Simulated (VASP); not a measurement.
# Si in VASP: single point with PBE+D3(BJ)

Aim: the single point of Si with PBE+D3(BJ).

All numbers are computed with VASP 6.6.1; they aren't measurements. Logs are shortened: lines on timing, memory, paths and dates and some standing lists are left out, and cuts for length are marked.

## (1) The cell of the first run

The cell holds a slab with vacuum, 4 atoms: a = 3.848 Å, b = 3.848 Å, c = 18.442 Å, α = 90.00°, β = 90.00°, γ = 120.00°.

## (2) Single point, PBE+D3(BJ)

Contents of INCAR:

```
SYSTEM = Si
PREC = Accurate
ENCUT = 520
EDIFF = 1E-7
ISMEAR = 0
SIGMA = 0.1
LREAL = .False.
LASPH = .True.
NELM = 80
ALGO = Normal
ISIF = 2
LWAVE = .False.
LCHARG = .False.
LDIPOL = .True.
IDIPOL = 3
DIPOL = 0.5 0.5 0.378
GGA = PE
IVDW = 12
NBANDS = 16
```

Contents of KPOINTS:

```
regular mesh
0
Gamma
  9 9 1
  0 0 0
```

Contents of POSCAR:

```
Si
1.0
    3.8475254748      0.0000000000      0.0000000000
   -1.9237627374      3.3320548028      0.0000000000
    0.0000000000      0.0000000000     18.4415958287
Si
4
Direct
    0.3333333333      0.6666666667      0.2695427207
    0.6666666667      0.3333333333      0.2440135898
    0.8333333333      0.6666666667      0.5119728204
    0.5000000000      1.0000000000      0.4864436895
```

Potentials or basis: VASP PAW PBE potentials, release 64 (Si).

Launch:

```console
$ cat potpaw_PBE.64/Si/POTCAR > POTCAR
$ mpirun -np 1 vasp_std > vasp.out
```

OUTCAR:

```text
SYSTEM = Si
   PREC = Accurate
   ENCUT = 520
   EDIFF = 1E-7
   ISMEAR = 0
   LREAL = .False.
   LASPH = .True.
   NELM = 80
   ISIF = 2
   GGA = PE
   IVDW = 12
 IVDW          = 12

 ion  position               nearest neighbor table
   1  0.333  0.667  0.270-   2 2.27   2 2.27   2 2.27
   2  0.667  0.333  0.244-   1 2.27   1 2.27   1 2.27
   3  0.833  0.667  0.512-   4 2.27   4 2.27   4 2.27
   4  0.500  0.000  0.486-   3 2.27   3 2.27   3 2.27

  LATTYP: Found a hexagonal cell.
 ALAT       =     3.8475254748
 C/A-ratio  =     4.7931055816

  Lattice vectors:

 A1 = (   3.8475254748,   0.0000000000,   0.0000000000)
 A2 = (  -1.9237627374,   3.3320548028,   0.0000000000)
 A3 = (   0.0000000000,   0.0000000000,  18.4415958287)

Analysis of symmetry for initial positions (statically):
=====================================================================
 Subroutine PRICEL returns:
 Original cell was already a primitive cell.

 Routine SETGRP: Setting up the symmetry group for a
 hexagonal supercell.

 Subroutine GETGRP returns: Found  2 space group operations
 (whereof  2 operations were pure point group operations)
 out of a pool of 24 trial point group operations.

The static configuration has the point symmetry C_1h.

Analysis of symmetry for dynamics (positions and initial velocities):
=====================================================================
 Subroutine PRICEL returns:
 Original cell was already a primitive cell.

 Routine SETGRP: Setting up the symmetry group for a
 hexagonal supercell.

 Subroutine GETGRP returns: Found  2 space group operations
 (whereof  2 operations were pure point group operations)
 out of a pool of 24 trial point group operations.

The dynamic configuration has the point symmetry C_1h.

 Subroutine INISYM returns: Found  2 space group operations
 (whereof  2 operations are pure point group operations),
 and found     1 'primitive' translations

----------------------------------------------------------------------------------------

                                     Primitive cell

  volume of cell :     236.4243

  direct lattice vectors                    reciprocal lattice vectors
     3.847525475  0.000000000  0.000000000     0.259907311  0.150057556  0.000000000
    -1.923762737  3.332054803  0.000000000     0.000000000  0.300115112  0.000000000
     0.000000000  0.000000000 18.441595829     0.000000000  0.000000000  0.054225242

  length of vectors
     3.847525475  3.847525475 18.441595829     0.300115112  0.300115112  0.054225242

  position of ions in fractional coordinates (direct lattice)
     0.333333333  0.666666667  0.269542721
     0.666666667  0.333333333  0.244013590
     0.833333333  0.666666667  0.511972820
     0.500000000  0.000000000  0.486443689

  ion indices of the primitive-cell ions
   primitive index   ion index
                 1           1
                 2           2
                 3           3
                 4           4

----------------------------------------------------------------------------------------

 KPOINTS: regular mesh

Automatic generation of k-mesh.
 Grid dimensions read from file:
 generate k-points for:    9    9    1

 Generating k-lattice:

  Cartesian coordinates                     Fractional coordinates (reciprocal lattice)
     0.028878590  0.016673062  0.000000000     0.111111111  0.000000000  0.000000000
     0.000000000  0.033346124  0.000000000     0.000000000  0.111111111  0.000000000
     0.000000000  0.000000000  0.054225242     0.000000000  0.000000000  1.000000000

  Length of vectors
     0.033346124  0.033346124  0.054225242

  Shift w.r.t. Gamma in fractional coordinates (k-lattice)
     0.000000000  0.000000000  0.000000000

 Subroutine IBZKPT returns following result:
 ===========================================

 Found     25 irreducible k-points:

 Following reciprocal coordinates:
            Coordinates               Weight
  0.000000  0.000000  0.000000      1.000000
  0.111111  0.000000  0.000000      4.000000
  0.000000  0.111111  0.000000      2.000000
  0.222222  0.000000  0.000000      4.000000
  0.000000  0.222222  0.000000      2.000000
  0.333333  0.000000  0.000000      4.000000
[... 16 lines left out ...]
 -0.222222 -0.444444  0.000000      4.000000
  0.444444  0.333333  0.000000      4.000000
   k-points           NKPTS =     25   k-points in BZ     NKDIM =     25   number of bands    NBANDS=     16
   number of dos      NEDOS =    301   number of ions     NIONS =      4
   total plane-waves  NPLWV = 126000
   dimension x,y,z NGX =    30 NGY =   30 NGZ =  140
   dimension x,y,z NGXF=    60 NGYF=   60 NGZF=  280
   ions per type =               4
   NGX,Y,Z   is equivalent  to a cutoff of  12.96, 12.96, 12.62 a.u.
   NGXF,Y,Z  is equivalent  to a cutoff of  25.93, 25.93, 25.24 a.u.
 SYSTEM =  Si
   PREC   = accura    normal or accurate (medium, high low for compatibility)
   ISTART =      0    job   : 0-new  1-cont  2-samecut
   ICHARG =      2    charge: 1-file 2-atom 10-const
   ISPIN  =      1    spin polarized calculation?
   LNONCOLLINEAR =      F non collinear calculations
   LSORBIT =      F    spin-orbit coupling
   LASPH  =      T    aspherical Exc in radial PAW
   ENCUT  =  520.0 eV  38.22 Ry    6.18 a.u.   7.15  7.15 34.29*2*pi/ulx,y,z
   NELM   =     80;   NELMIN=  2; NELMDL= -5     # of ELM steps
   EDIFF  = 0.1E-06   stopping-criterion for ELM
   LREAL  =      F    real-space projection
   EDIFFG = 0.1E-05   stopping-criterion for IOM
   NSW    =      0    number of steps for IOM
   IBRION =     -1    ionic relax: 0-MD 1-quasi-New 2-CG
   NFREE  =      0    steps in history (QN), initial steepest desc. (CG)
   ISIF   =      2    stress and relaxation
   ISYM   =      2    0-nonsym 1-usesym 2-fastsym
   POTIM  = 0.5000    time-step for ionic-motion
   TEBEG  =    0.0;   TEEND  =   0.0 temperature during run
   PSTRESS=    0.0 pullay stress
   NELECT =      16.0000    total number of electrons
   NUPDOWN=      -1.0000    fix difference up-down
   EMIN   =  10.00;   EMAX   =-10.00  energy-range for DOS
   EFERMI =   0.00;   METHOD = LEGACY
   ISMEAR =     0;   SIGMA  =   0.10  broadening in eV -4-tet -1-fermi 0-gaus
   EFERMI_NEDOS =   21; number of points for ismear=-14 and -15
   IALGO  =     38    algorithm
   IMIX   =      4    mixing-type and parameters
     AMIX     =   0.40;   BMIX     =  1.00
     AMIX_MAG =   1.60;   BMIX_MAG =  1.00
  volume/ion in A,a.u.               =      59.11       398.87
  Fermi-wavevector in a.u.,A,eV,Ry     =   0.667141  1.260713  6.055637  0.445077
  Thomas-Fermi vector in A             =   1.741657
   LORBIT       =      0    0 simple, 1 ext, 2 COOP (PROOUT), +10 PAW based schemes
   GGA     = PE    functional components
   LHFCALC =     F    Hartree Fock is set to
   AEXX    =    0.0000 exact exchange contribution
   IVDW    =    12    specifies the selected vdW correction
   LEPSILON=     F    determine dielectric tensor
   LRPA    =     F    only Hartree local field effects (RPA)
 non-spin polarized calculation
 Gauss-broadening in eV      SIGMA  =   0.10
  energy-cutoff  :      520.00
  volume of cell :      236.42
 maximum number of plane-waves:      6399
 NGX is ok and might be reduce to    30
   NGX = 15   NGY = 15   NGZ = 69

 dipolmoment           0.000000      0.000000     -0.000011 electrons x Angstroem

 number of electron      16.0000002 magnetization

 dipolmoment           0.000000      0.000000      0.002433 electrons x Angstroem

 Free energy of the ion-electron system (eV)
  ---------------------------------------------------
  ext. energy  EPLUGINS =         0.00000000
  ---------------------------------------------------
  free energy    TOTEN  =       -19.16690550 eV

  energy without entropy =      -19.16678500  energy(sigma->0) =      -19.16684525

 E-fermi :  -1.0090     XC(G=0):  -4.2267

 val. band max:       -1.1862412951   @ k =   0.3333   0.3333   0.0000
 cond. band min:      -0.8317907318   @ k =   0.3333   0.3333   0.0000
 fundamental gap:      0.3544505633
 Fermi energy:        -1.0090183076

 k-point     1 :       0.0000    0.0000    0.0000
  band No.  band energies     occupation
      1     -12.1558      2.00000
      2     -12.0594      2.00000
      3      -4.6147      2.00000
      4      -3.7933      2.00000
      5      -2.2085      2.00000
      6      -2.2061      2.00000
[... 8 lines left out ...]
     15       2.0647      0.00000
     16       2.5263      0.00000

 k-point     2 :       0.1111    0.0000    0.0000
  band No.  band energies     occupation
      1     -12.0101      2.00000
      2     -11.9140      2.00000
      3      -4.5068      2.00000
      4      -3.7475      2.00000
      5      -3.1807      2.00000
      6      -3.0921      2.00000
[... 8 lines left out ...]
     15       2.5716      0.00000
     16       2.6294      0.00000

 k-point     3 :       0.0000    0.1111    0.0000
  band No.  band energies     occupation
      1     -12.0100      2.00000
      2     -11.9141      2.00000
      3      -4.5046      2.00000
      4      -3.7529      2.00000
      5      -3.1678      2.00000
      6      -3.1022      2.00000
[... 8 lines left out ...]
     15       2.5912      0.00000
     16       2.6072      0.00000
[... 362 lines left out ...]
 k-point    23 :      -0.2222   -0.4444    0.0000
  band No.  band energies     occupation
      1      -9.6525      2.00000
      2      -9.5796      2.00000
      3      -8.1046      2.00000
      4      -8.0283      2.00000
      5      -5.0911      2.00000
      6      -5.0224      2.00000
[... 8 lines left out ...]
     15       4.6689      0.00000
     16       5.1285      0.00000

 k-point    24 :       0.4444    0.3333    0.0000
  band No.  band energies     occupation
      1      -9.6591      2.00000
      2      -9.5732      2.00000
      3      -8.0954      2.00000
      4      -8.0374      2.00000
      5      -5.0846      2.00000
      6      -5.0286      2.00000
[... 8 lines left out ...]
     15       4.6437      0.00000
     16       5.1479      0.00000

 [... further k-points ...]

------------------------ aborting loop because EDIFF is reached ----------------------------------------

 vacuum level on the upper side and lower side of the slab       (xc-potential included)        -0.072        -0.096

 Edisp (eV)   -0.96239

 E8    (eV) :    -0.4082

  FORCE on cell =-STRESS in cart. coord.  units (eV):
  Direction    XX          YY          ZZ          XY          YZ          ZX
  --------------------------------------------------------------------------------------
  -------------------------------------------------------------------------------------
  Total      -0.16780    -0.13494    -0.80128     0.00000     0.04293     0.00000
  in kB      -1.13713    -0.91447    -5.43004     0.00000     0.29090     0.00000
  external pressure =       -2.49 kB  Pullay stress =        0.00 kB

 VOLUME and BASIS-vectors are now :
 -----------------------------------------------------------------------------
  energy-cutoff  :      520.00
  volume of cell :      236.42
      direct lattice vectors                 reciprocal lattice vectors
     3.847525475  0.000000000  0.000000000     0.259907311  0.150057556  0.000000000
    -1.923762737  3.332054803  0.000000000     0.000000000  0.300115112  0.000000000
     0.000000000  0.000000000 18.441595829     0.000000000  0.000000000  0.054225242

 POSITION                                       TOTAL-FORCE (eV/Angst)
 -----------------------------------------------------------------------------------
     -0.00000      2.22137      4.97080         0.000000     -0.000353      0.150000
      1.92376      1.11068      4.50000         0.000000     -0.008322      0.037052
      1.92376      2.22137      9.44160         0.000000      0.009233     -0.025542
      1.92376      0.00000      8.97080         0.000000     -0.000559     -0.161510
 -----------------------------------------------------------------------------------
    total drift:                                0.000000      0.000003      0.000119

  FREE ENERGIE OF THE ION-ELECTRON SYSTEM (eV)
  ---------------------------------------------------
  free  energy   TOTEN  =       -20.1292942226 eV

  energy  without entropy=      -20.1291737175  energy(sigma->0) =      -20.12923397

 vacuum level on the upper side and lower side of the slab         3.559         3.537
```

Wall time 90 s (1 thread of Intel Xeon 6975P-C (Granite Rapids), shared host); peak memory 0.37 GiB.

What came out:

| Item | Value |
| --- | --- |
| Free energy | -20.1293 eV |
| Largest force | 0.162 eV/Å |
| Band gap on the k mesh | 0.35 eV, direct |
| Dispersion energy per atom | -0.241 eV |

Forces in eV/Å, atoms in the order of the input:
```
Si   0.000  0.000  0.150
Si   0.000 -0.008  0.037
Si   0.000  0.009 -0.026
Si   0.000 -0.001 -0.162
```

Levels at points of the mesh, in eV from the valence-band top:
```tsv
k point	band 4	band 5	band 6	band 7	band 8	band 9	band 10	band 11	band 12	band 13
(0.00, 0.00, 0.00)	-2.61	-1.02	-1.02	-0.99	-0.99	2.22	2.25	2.39	3.20	3.21
```
